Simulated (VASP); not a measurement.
# ScW: single point with PBE

ScW:

```
Sc W
1.0
     3.33183    0.00000    0.00000
     0.00000    3.33183    0.00000
     0.00000    0.00000    3.33183
Sc W
1 1
Cartesian
  0.0000 0.0000 0.0000
  1.6659 1.6659 1.6659
```

The cell was generated, and may not be a known phase.

- Program: VASP 6.6.1
- Task: single point
- Functional: PBE
- Potentials or basis: VASP PAW PBE potentials, release 64 (Sc_sv, W_sv)
- Cutoff: 500 eV
- k mesh: 6 × 6 × 6
- Occupations: gaussian, width 0.2 eV
- Spin: no spin polarisation

```
Pressure               : 0.1 GPa
Band gap on the k mesh : zero (an odd number of electrons rules out a gap without spin polarisation)
```

Levels at points of the mesh, in eV from the Fermi level:
| k point | band 9 | band 10 | band 11 | band 12 | band 13 | band 14 | band 15 | band 16 |
| --- | --- | --- | --- | --- | --- | --- | --- | --- |
| (0.00, 0.00, 0.00) | -6.69 | -2.93 | -2.93 | 0.87 | 0.87 | 0.87 | 3.83 | 3.83 |
| (0.50, 0.00, 0.00) | -3.83 | -2.09 | -1.40 | 0.46 | 0.46 | 1.03 | 1.97 | 2.53 |
| (0.50, 0.50, 0.00) | -3.52 | -3.13 | -0.89 | -0.89 | 1.47 | 1.47 | 2.98 | 3.27 |
| (0.50, 0.50, 0.50) | -1.56 | -1.56 | -1.56 | 0.09 | 0.09 | 0.09 | 3.39 | 3.39 |

Wall time 9.5 s on 1 thread of Intel Xeon 8259CL, with other jobs on the host, peak memory 0.15 GiB.

Caveat: spin-orbit coupling is left out, which moves the levels of the heavy elements.
